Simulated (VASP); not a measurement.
Ir, 1 atom in the cell. The structure is cubic, space group Fm-3m (No. 225). Conventional cell: a = 3.726 Å, b = 3.726 Å, c = 3.726 Å, α = 90.00°, β = 90.00°, γ = 90.00°. Within 3.5 Å of Ir (site symmetry m-3m) lie 12 Ir at 2.63 Å.  This cell differs from its parent crystal: volume scaled by 0.92.

```yaml
Program: VASP 6.6.1
Task: single point
Functional: PBEsol
Potentials_or_basis: VASP PAW PBE potentials, release 64 (Ir)
Cutoff: 520 eV
k_mesh: 23 × 23 × 23
Occupations: fermi-dirac, width 0.05 eV
Spin: collinear spin, ferromagnetic start
Starting_moments: "[1.0] μB"
Dipole_correction: no
Further_INCAR_settings: ALGO = Normal; EDIFF = 1e-06; NBANDS = 14
```

Potentials or basis: VASP PAW PBE potentials, release 64 (Ir).

Run with:

```console
$ cat potpaw_PBE.64/Ir/POTCAR > POTCAR
$ mpirun -np 1 vasp_std > vasp.out
```

Hardware: 1 thread of Intel(R) Xeon(R) Platinum 8559C (Emerald Rapids), with other jobs on the host.

**Question.** Estimate the wall time of this run.

**Answer.** Wall time 70 s on 1 thread of Intel(R) Xeon(R) Platinum 8559C (Emerald Rapids), on a shared host, peak memory 0.21 GiB. Counts: scf iterations 13, k points 364.
